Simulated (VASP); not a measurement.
Wanted: the native input for a VASP 6.6.1 run.

```
Task                   : relaxation of cell and atoms
Functional             : PBE
Potentials or basis    : VASP PAW PBE potentials, release 64 (W_sv, Si)
Cutoff                 : 600 eV
k mesh                 : 15 × 15 × 15
Occupations            : fermi-dirac, width 0.05 eV
Spin                   : no spin polarisation
Target pressure        : 80 GPa
Dipole correction      : no
Further INCAR settings : ALGO = Normal; EDIFF = 1e-06; IBRION = 2; EDIFFG = -0.005; NSW = 60; ISIF = 3
```

The structure of Si2W (MoSi2 type) lies in POSCAR:

```
Si2W
1.0
   -1.4959841274      1.4959841274      3.6651611122
    1.4959841274     -1.4959841274      3.6651611122
    1.4959841274      1.4959841274     -3.6651611122
W Si
1 2
Direct
    0.0000000000      0.0000000000      0.0000000000
    0.3350000000      0.3350000000      0.0000000000
   -0.3350000000     -0.3350000000      0.0000000000
```

One way to write it, as run:

INCAR

```
PREC = Accurate ; ENCUT = 600
EDIFF = 1E-6 ; ISMEAR = -1
SIGMA = 0.05 ; LREAL = F
LASPH = T ; NELM = 80
ALGO = Normal ; ISIF = 3
LWAVE = F ; LCHARG = F
GGA = PE ; IBRION = 2
NSW = 60 ; EDIFFG = -0.005
PSTRESS = 800.0
```

KPOINTS

```
regular mesh
0
Gamma
  15 15 15
```

Potentials or basis: VASP PAW PBE potentials, release 64 (W_sv, Si).

The run is started by

```sh
$ cat potpaw_PBE.64/W_sv/POTCAR potpaw_PBE.64/Si/POTCAR > POTCAR
$ mpirun -np 1 vasp_std > vasp.out
```

Results of the run:

| Item | Value |
| --- | --- |
| Relaxed volume | 10.91 Å³/atom |
| Relaxed cell | a = 4.252 Å, b = 4.252 Å, c = 4.252 Å, α = 139.03°, β = 139.03°, γ = 59.33° |
| Space group after relaxing (to 0.05 Å) | I4/mmm (No. 139) |
| Energy change on relaxing (the enthalpy is what falls) | +2.5 meV/atom |
| Ionic steps | 8 |
| Pressure after relaxing | 80.0 GPa |
| Band gap on the k mesh | zero (band 11 reaches 16.44 eV, above the bottom of band 12 at 14.63 eV) |

Caveat: the cell is relaxed towards a set pressure, so the enthalpy falls and the energy may rise; spin-orbit coupling is left out, which moves the levels of the heavy elements.

Wall time 7.1 min on 1 thread of Intel(R) Xeon(R) Platinum 8559C (Emerald Rapids), with other jobs on the host, peak memory 0.35 GiB.
